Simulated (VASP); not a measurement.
Set up this calculation in VASP 6.6.1, as the native input.

| Quantity | Value |
| --- | --- |
| Task | single point |
| Functional | PBE |
| Potentials or basis | VASP PAW PBE potentials, release 64 (Yb) |
| Cutoff | 520 eV |
| k mesh | 17 × 17 × 17 |
| Occupations | fermi-dirac, width 0.05 eV |
| Spin | collinear spin, ferromagnetic start |
| Starting moments | [1.0] μB |
| Dipole correction | no |
| Further INCAR settings | ALGO = Normal; EDIFF = 1e-07; NBANDS = 22 |

The structure of Yb lies in POSCAR:

```
Yb
1.0
    0.0000000000      2.5762874276      2.5762874276
    2.5762874276      0.0000000000      2.5762874276
    2.5762874276      2.5762874276      0.0000000000
Yb
1
Direct
    0.0000000000      0.0000000000      0.0000000000
```

One way to write it, as run:

INCAR

```
ALGO = Normal
EDIFF = 1E-7
ENCUT = 520
GGA = PE
ISIF = 2
ISMEAR = -1
ISPIN = 2
LASPH = T
LCHARG = T
LELF = T
LMAXMIX = 6
LORBIT = 11
LREAL = F
LVHAR = T
LWAVE = F
MAGMOM = 1
NBANDS = 22
NELM = 150
PREC = Accurate
SIGMA = 0.05
```

KPOINTS

```
k-points
0
Gamma
  17 17 17
```

Potentials or basis: VASP PAW PBE potentials, release 64 (Yb).

The run is started by

```sh
$ cat potpaw_PBE.64/Yb/POTCAR > POTCAR
$ mpirun -np 1 vasp_std > vasp.out
```

Results of the run:

The pressure is -0.2 GPa. The band gap on the k mesh is zero (filled and empty bands overlap) and the net moment is 0.00 μB per cell. The valence electrons inside the program's atomic spheres are Yb 22.12.

Caveat: spin-orbit coupling is left out, which moves the levels of the heavy elements.

Wall time 10 min on 1 thread of Intel(R) Xeon(R) 6975P-C (Granite Rapids) (shared host), peak memory 0.35 GiB.
